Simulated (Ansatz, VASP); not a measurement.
**Two plane-wave programs on SiO2**

```xyz
6
Lattice="4.2359 0.0000 0.0000 0.0000 4.1372 0.0000 0.0000 0.0000 2.6898" Properties=species:S:1:pos:R:3 pbc="T T T"
Si    2.1179    2.0686    1.3449
Si    0.0000    0.0000    0.0000
O     2.9355    2.8671    0.0000
O     0.8176    3.3387    1.3449
O     1.3004    1.2701    0.0000
O     3.4183    0.7985    1.3449
```

Change from the starting cell: mode 4 frozen in at +0.000 Å, normal strain along y -0.0233.

Alike in both runs: task single point; functional PBE; k mesh 6 × 6 × 8; occupations gaussian, width 0.05 eV; no spin polarisation.

```csv
,VASP,Ansatz
version,VASP 6.6.1,Ansatz 0.2.0
potentials or method,"VASP PAW PBE potentials, release 64 (Si, O), cutoff 520 eV","scalar-relativistic, plane waves, PAW"
valence electrons in the cell,32,32
```

```csv
,VASP,Ansatz,Ansatz less VASP
gap on the k mesh at the Fermi level (eV),5.39,5.41,+0.019
least direct gap on the mesh (eV),5.39,5.41,+0.019
pressure (GPa),7.1,6.8,-0.26
"traceless stress, the component that is largest in VASP (GPa)",4.83,5.07,+0.244
rms of the force components (eV/Å),0.124,0.117,-0.0078
```

Atom by atom the forces differ by 0.008 eV/Å (rms over components). The functional is the same, so the differences come from potentials, cutoffs and numerics.
